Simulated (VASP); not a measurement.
# AlN (Fm-3m) in VASP: a series of runs, part 2 of 3

VASP 6.6.1.

## (3) Single point, PBE

This run uses another cell than the first one, of 8.43 Å³/atom, 1.025 times its volume.

INCAR

```
  PREC = Accurate
  ENCUT = 520
  EDIFF = 1E-6
  ISMEAR = 0
  SIGMA = 0.05
  LREAL = False
  LASPH = True
  NELM = 100
  ALGO = Normal
  ISIF = 2
  LWAVE = False
  LCHARG = True
  GGA = PE
  LELF = True
  LVHAR = True
  NBANDS = 16
```

KPOINTS

```
Automatic mesh
0
Gamma
  8 8 6
```

POSCAR

```
AlN
1.0
    0.0000000000     -2.0353166207     -2.0353166207
    0.0000000000      2.0353166207     -2.0353166207
    4.0706332413      0.0000000000      0.0000000000
Al N
2 2
Direct
    0.5000000000      0.5000000000      0.0000000000
    0.0000000000      0.0000000000      0.5000000000
    0.5000000000      0.5000000000      0.5000000000
    0.0000000000      1.0000000000      0.0000000000
```

Potentials or basis: VASP PAW PBE potentials, release 64 (Al, N).

Launch:

```
$ cat potpaw_PBE.64/Al/POTCAR potpaw_PBE.64/N/POTCAR > POTCAR
$ mpirun -np 1 vasp_std > vasp.out
```

OUTCAR:

```text
PREC = Accurate
   ENCUT = 520
   EDIFF = 1E-6
   ISMEAR = 0
   LREAL = False
   LASPH = True
   NELM = 100
   ISIF = 2
   GGA = PE

 ion  position               nearest neighbor table
   1  0.500  0.500  0.000-   3 2.04   3 2.04   4 2.04   4 2.04   4 2.04   4 2.04   2 2.88   2 2.88
                             2 2.88   2 2.88   2 2.88   2 2.88   2 2.88   2 2.88
   2  0.000  0.000  0.500-   4 2.04   4 2.04   3 2.04   3 2.04   3 2.04   3 2.04   1 2.88   1 2.88
                             1 2.88   1 2.88   1 2.88   1 2.88   1 2.88   1 2.88
   3  0.500  0.500  0.500-   1 2.04   1 2.04   2 2.04   2 2.04   2 2.04   2 2.04
   4  0.000  0.000  0.000-   2 2.04   2 2.04   1 2.04   1 2.04   1 2.04   1 2.04

  LATTYP: Found a simple tetragonal cell.
 ALAT       =     2.8783723687
 C/A-ratio  =     1.4142135623

  Lattice vectors:

 A1 = (   0.0000000000,  -2.0353166207,  -2.0353166207)
 A2 = (   0.0000000000,   2.0353166207,  -2.0353166207)
 A3 = (   4.0706332413,   0.0000000000,   0.0000000000)

Analysis of symmetry for initial positions (statically):
=====================================================================
 Subroutine PRICEL returns following result:

  LATTYP: Found a face centered cubic cell.
 ALAT       =     4.0706332414

  Lattice vectors:

 A1 = (  -2.0353166206,   0.0000000000,   2.0353166207)
 A2 = (  -2.0353166207,  -2.0353166207,   0.0000000000)
 A3 = (   0.0000000000,  -2.0353166207,   2.0353166207)

   2 primitive cells build up your supercell.

 Routine SETGRP: Setting up the symmetry group for a
 simple tetragonal supercell.

 Subroutine GETGRP returns: Found 16 space group operations
 (whereof 16 operations were pure point group operations)
 out of a pool of 16 trial point group operations.

The static configuration has the point symmetry D_4h.

Analysis of symmetry for dynamics (positions and initial velocities):
=====================================================================
 Subroutine PRICEL returns following result:

  LATTYP: Found a face centered cubic cell.
 ALAT       =     4.0706332414

  Lattice vectors:

 A1 = (  -2.0353166206,   0.0000000000,   2.0353166207)
 A2 = (  -2.0353166207,  -2.0353166207,   0.0000000000)
 A3 = (   0.0000000000,  -2.0353166207,   2.0353166207)

   2 primitive cells build up your supercell.

 Routine SETGRP: Setting up the symmetry group for a
 simple tetragonal supercell.

 Subroutine GETGRP returns: Found 16 space group operations
 (whereof 16 operations were pure point group operations)
 out of a pool of 16 trial point group operations.

The dynamic configuration has the point symmetry D_4h.

 Subroutine INISYM returns: Found 16 space group operations
 (whereof 16 operations are pure point group operations),
 and found     2 'primitive' translations

----------------------------------------------------------------------------------------

                                     Primitive cell

  volume of cell :      16.8627

  direct lattice vectors                    reciprocal lattice vectors
    -2.035316621  0.000000000  2.035316621    -0.245662024  0.245662024  0.245662024
[... 22 lines left out ...]

 Generating k-lattice:

  Cartesian coordinates                     Fractional coordinates (reciprocal lattice)
     0.000000000 -0.030707753 -0.030707753     0.125000000  0.000000000  0.000000000
     0.000000000  0.030707753 -0.030707753     0.000000000  0.125000000  0.000000000
     0.040943671  0.000000000  0.000000000     0.000000000  0.000000000  0.166666667

  Length of vectors
     0.043427321  0.043427321  0.040943671

  Shift w.r.t. Gamma in fractional coordinates (k-lattice)
     0.000000000  0.000000000  0.000000000

 Subroutine IBZKPT returns following result:
 ===========================================

 Found     60 irreducible k-points:

 Following reciprocal coordinates:
            Coordinates               Weight
  0.000000  0.000000  0.000000      1.000000
  0.125000  0.000000  0.000000      4.000000
  0.250000  0.000000  0.000000      4.000000
  0.375000  0.000000  0.000000      4.000000
  0.500000  0.000000  0.000000      2.000000
  0.125000  0.125000  0.000000      4.000000
[... 16 lines left out ...]
  0.375000  0.125000  0.166667     16.000000
  0.500000  0.125000  0.166667      8.000000
 [... further k-points ...]
   k-points           NKPTS =     60   k-points in BZ     NKDIM =     60   number of bands    NBANDS=     16
   number of dos      NEDOS =    301   number of ions     NIONS =      4
   total plane-waves  NPLWV =  17280
   dimension x,y,z NGX =    24 NGY =   24 NGZ =   30
   dimension x,y,z NGXF=    48 NGYF=   48 NGZF=   60
   ions per type =               2   2
   NGX,Y,Z   is equivalent  to a cutoff of  13.86, 13.86, 12.25 a.u.
   NGXF,Y,Z  is equivalent  to a cutoff of  27.72, 27.72, 24.50 a.u.
 SYSTEM =  unknown system
   PREC   = accura    normal or accurate (medium, high low for compatibility)
   ISTART =      0    job   : 0-new  1-cont  2-samecut
   ICHARG =      2    charge: 1-file 2-atom 10-const
   ISPIN  =      1    spin polarized calculation?
   LNONCOLLINEAR =      F non collinear calculations
   LSORBIT =      F    spin-orbit coupling
   LASPH  =      T    aspherical Exc in radial PAW
   ENCUT  =  520.0 eV  38.22 Ry    6.18 a.u.   5.35  5.35  7.57*2*pi/ulx,y,z
   NELM   =    100;   NELMIN=  2; NELMDL= -5     # of ELM steps
   EDIFF  = 0.1E-05   stopping-criterion for ELM
   LREAL  =      F    real-space projection
[... 7 lines left out ...]
   TEBEG  =    0.0;   TEEND  =   0.0 temperature during run
   PSTRESS=    0.0 pullay stress
   NELECT =      16.0000    total number of electrons
   NUPDOWN=      -1.0000    fix difference up-down
   EMIN   =  10.00;   EMAX   =-10.00  energy-range for DOS
   EFERMI =   0.00;   METHOD = LEGACY
   ISMEAR =     0;   SIGMA  =   0.05  broadening in eV -4-tet -1-fermi 0-gaus
   EFERMI_NEDOS =   21; number of points for ismear=-14 and -15
   IALGO  =     38    algorithm
   IMIX   =      4    mixing-type and parameters
     AMIX     =   0.40;   BMIX     =  1.00
     AMIX_MAG =   1.60;   BMIX_MAG =  1.00
  volume/ion in A,a.u.               =       8.43        56.90
  Fermi-wavevector in a.u.,A,eV,Ry     =   1.276820  2.412839 22.181144  1.630268
  Thomas-Fermi vector in A             =   2.409454
   LORBIT       =      0    0 simple, 1 ext, 2 COOP (PROOUT), +10 PAW based schemes
   GGA     = PE    functional components
   LHFCALC =     F    Hartree Fock is set to
   AEXX    =    0.0000 exact exchange contribution
   IVDW    =     0    specifies the selected vdW correction
   LEPSILON=     F    determine dielectric tensor
   LRPA    =     F    only Hartree local field effects (RPA)
 non-spin polarized calculation
 Gauss-broadening in eV      SIGMA  =   0.05
  energy-cutoff  :      520.00
  volume of cell :       33.73
 maximum number of plane-waves:       928
 NGX is ok and might be reduce to    24
   NGX = 11   NGY = 11   NGZ = 15

 number of electron      15.9999995 magnetization

 Free energy of the ion-electron system (eV)
  ---------------------------------------------------
  ext. energy  EPLUGINS =         0.00000000
  ---------------------------------------------------
  free energy    TOTEN  =       -29.09161490 eV

  energy without entropy =      -29.09161490  energy(sigma->0) =      -29.09161490

 E-fermi :   9.9949     XC(G=0): -12.1909

 val. band max:        9.7032726842   @ k =   0.0000   0.0000   0.0000
 cond. band min:      14.1152831594   @ k =   0.5000   0.5000   0.0000
 fundamental gap:      4.4120104753
 Fermi energy:         9.9949361715

 k-point     1 :       0.0000    0.0000    0.0000
  band No.  band energies     occupation
      1      -7.6670      2.00000
      2      -3.5336      2.00000
      3       2.4574      2.00000
      4       6.9577      2.00000
      5       6.9577      2.00000
      6       9.7032      2.00000
[... 433 lines left out ...]
      3       3.0742      2.00000
      4       3.0742      2.00000
      5       6.5658      2.00000
      6       6.5658      2.00000
[... 8 lines left out ...]
     15      22.5358      0.00000
     16      22.5358      0.00000

 [... further k-points ...]
[... 5 lines left out ...]
  --------------------------------------------------------------------------------------
  -------------------------------------------------------------------------------------
  Total       -0.0662770     -0.0645028     -0.0645028     -0.0000000      0.0000000      0.0000000
  in kB       -3.1486021     -3.0643152     -3.0643152     -0.0000000      0.0000000      0.0000000
  external PRESSURE =      -3.0924108 kB  Pullay stress =       0.0000000 kB

 VOLUME and BASIS-vectors are now :
 -----------------------------------------------------------------------------
  energy-cutoff  :      520.00
  volume of cell :       33.73
      direct lattice vectors                 reciprocal lattice vectors
     0.000000000 -2.035316621 -2.035316621     0.000000000 -0.245662024 -0.245662024
     0.000000000  2.035316621 -2.035316621     0.000000000  0.245662024 -0.245662024
     4.070633241  0.000000000  0.000000000     0.245662024  0.000000000  0.000000000

 POSITION                                       TOTAL-FORCE (eV/Angst)
 -----------------------------------------------------------------------------------
      0.00000      0.00000     -2.03532        -0.000000     -0.000000      0.000000
      2.03532      0.00000      0.00000        -0.000000      0.000000     -0.000000
      2.03532      0.00000     -2.03532         0.000000      0.000000      0.000000
      0.00000      0.00000      0.00000        -0.000000     -0.000000     -0.000000
 -----------------------------------------------------------------------------------
    total drift:                               -0.000000      0.000000     -0.000000

  FREE ENERGIE OF THE ION-ELECTRON SYSTEM (eV)
  ---------------------------------------------------
  free  energy   TOTEN  =       -29.0916149035 eV

  energy  without entropy=      -29.0916149035  energy(sigma->0) =      -29.09161490
```

OSZICAR:

```text
N       E                     dE             d eps       ncg     rms          rms(c)
DAV:   1     0.323679616845E+02    0.32368E+02   -0.72375E+03  1920   0.916E+02
DAV:   2    -0.300924682909E+02   -0.62460E+02   -0.57250E+02  2752   0.181E+02
DAV:   3    -0.325355477559E+02   -0.24431E+01   -0.24362E+01  2384   0.356E+01
DAV:   4    -0.325462958294E+02   -0.10748E-01   -0.10747E-01  2296   0.265E+00
DAV:   5    -0.325463958717E+02   -0.10004E-03   -0.10004E-03  2328   0.265E-01    0.106E+01
DAV:   6    -0.291113843296E+02    0.34350E+01   -0.70081E+00  2368   0.199E+01    0.362E+00
DAV:   7    -0.291048513043E+02    0.65330E-02   -0.52720E-01  2008   0.532E+00    0.261E+00
DAV:   8    -0.290949255979E+02    0.99257E-02   -0.42002E-02  2048   0.181E+00    0.564E-01
DAV:   9    -0.290914825669E+02    0.34430E-02   -0.68158E-03  2352   0.670E-01    0.217E-01
DAV:  10    -0.290917126568E+02   -0.23009E-03   -0.13522E-03  2288   0.249E-01    0.134E-01
DAV:  11    -0.290916145365E+02    0.98120E-04   -0.22039E-04  2360   0.113E-01    0.233E-02
DAV:  12    -0.290916149035E+02   -0.36695E-06   -0.96604E-06  2160   0.244E-02
   1 F= -.29091615E+02 E0= -.29091615E+02  d E =-.366683E-18
```

It took 20 s on 1 thread of Intel Xeon Platinum 8259CL at 2.50GHz (Skylake/Cascade Lake), shared host; peak memory 0.15 GiB.

Results:

```yaml
Free_energy: -29.0916 eV
Pressure: -0.3 GPa
Band_gap_on_the_k_mesh: 4.41 eV
```

(Continued in part 3 of 3.)
